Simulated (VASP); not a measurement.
A run of VASP 6.6.1 is set up as follows.

File INCAR:

```
PREC = Accurate ; ENCUT = 600
EDIFF = 1E-6 ; ISMEAR = -1
SIGMA = 0.05 ; LREAL = False
LASPH = True ; NELM = 60
ALGO = Normal ; ISIF = 3
LWAVE = False ; LCHARG = False
GGA = PS ; IBRION = 2
NSW = 80 ; EDIFFG = -0.02
PSTRESS = 300.0
```

The input KPOINTS:

```
regular mesh
0
Gamma
  11 11 11
```

POSCAR

```
Cu
1.0
    1.2184636900     -3.9763780104      0.0000000000
    1.2184636900      3.9763780104      0.0000000000
    0.0000000000      0.0000000000      2.4754955235
Cu
2
Direct
    0.8661333500      0.1338666500      0.7500000000
    0.1338666500      0.8661333500      0.2500000000
```

Potentials or basis: VASP PAW PBE potentials, release 64 (Cu).

Launch:

```bash
$ cat potpaw_PBE.64/Cu/POTCAR > POTCAR
$ mpirun -np 1 vasp_std > vasp.out
```

Estimate the space group after relaxing (to 0.1 Å).

Cmcm (No. 63).

Predict the relaxed volume.

10.35 Å³/atom.

Step by step:
```csv
step,energy change (eV),largest force (eV/Å),pressure (GPa),volume (Å³)
1,0.0000,0.0009,-0.78,23.99
2,1.9163,0.8153,123.59,16.84
3,0.2254,0.2199,27.56,20.87
4,0.2496,0.2332,29.58,20.74
5,0.2612,0.2392,30.47,20.68
6,0.2641,0.0251,30.57,20.65
7,0.2635,0.0022,30.53,20.65
8,0.2467,0.0031,29.28,20.74
9,0.2553,0.0001,30.02,20.69
```

Caveat: the cell is relaxed towards a set pressure, so the run minimises the enthalpy, not the energy; the PAW data sets were made with another functional, which shifts forces and pressure a little.
